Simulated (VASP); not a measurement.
Runs of VASP 6.6.1 on W5C. The structure is that of space group P-6m2 (No. 187), or close to it. The cells are those of the table. 

```tsv
task	cell	k mesh	cutoff (eV)	smearing	gap on the mesh (eV)	pressure (GPa)	relaxed volume (Å³/atom)	largest force (eV/Å)
relaxation of cell and atoms	relaxed from a = 2.837, b = 2.837, c = 12.604 Å, angles 90.0, 90.0, 120.0°, 6 atoms	12 × 12 × 4	600	gaussian 0.1 eV	none	0.0	(a)	0.01
single point	a = 2.837, b = 2.837, c = 12.604 Å, angles 90.0, 90.0, 120.0°, 6 atoms	6 × 6 × 2	520	gaussian 0.2 eV	none	0.7	-	0.08
single point	a = 2.835, b = 2.835, c = 12.583 Å, angles 90.0, 90.0, 120.0°, 6 atoms	12 × 12 × 4	520	gaussian 0.1 eV	none	(b)	-	0.04
relaxation of cell and atoms	relaxed from a = 2.920, b = 2.920, c = 12.500 Å, angles 90.0, 90.0, 120.0°, 6 atoms	6 × 6 × 2	600	gaussian 0.2 eV	none	0.1	14.67	0.04
```

Alike in all rows: level PBE; potentials or basis VASP PAW PBE potentials, release 64 (W_sv, C); no spin polarisation.

Estimate the missing entries.

(a) 14.62; (b) 0.6.

Caveats: some runs use coarse meshes; spin-orbit coupling is left out, which moves the levels of the heavy elements; the relaxation stopped at a loose force limit of 0.08 eV/Å, so its end isn't a converged minimum (some runs).

A k mesh can miss the band edges, and the runs leave out spin-orbit coupling on W.

A gap of «none» marks levels without a gap at the run's occupations.
